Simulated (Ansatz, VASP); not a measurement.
# NaH in VASP and in Ansatz

```xyz
2
Lattice="2.8812 0.0000 0.0000 0.0000 2.8812 0.0000 0.0000 0.0000 3.1029" Properties=species:S:1:pos:R:3 pbc="T T T"
Na    0.0000    0.0000    0.0000
H     1.4406    1.4406    1.5514
```

Change from the starting cell: strain -0.025 along x and y, +0.050 along z, atoms carried along.

Alike in both runs: task single point; functional PBE; k mesh 10 × 10 × 10; occupations gaussian, width 0.05 eV; no spin polarisation.

```csv
,VASP,Ansatz
version,VASP 6.6.1,Ansatz 0.2.0
potentials or method,"VASP PAW PBE potentials, release 64 (Na_pv, H), cutoff 520 eV","scalar-relativistic, plane waves, PAW"
valence electrons in the cell,8,10
```

VASP gave:

```
gap on the k mesh at the Fermi level (eV)                     : 0.52
least direct gap on the mesh (eV)                             : 4.26
pressure (GPa)                                                : 0.3
traceless stress, the component that is largest in VASP (GPa) : -5.64
```

Q: What did Ansatz give for the same quantities?

A: gap on the k mesh at the Fermi level (eV): 0.53; least direct gap on the mesh (eV): 4.26; pressure (GPa): 0.3; traceless stress, the component that is largest in VASP (GPa): -5.63.

VASP's potentials hold 8 valence electrons a cell and Ansatz's 10, so a difference there can come from the potentials and not from the codes.
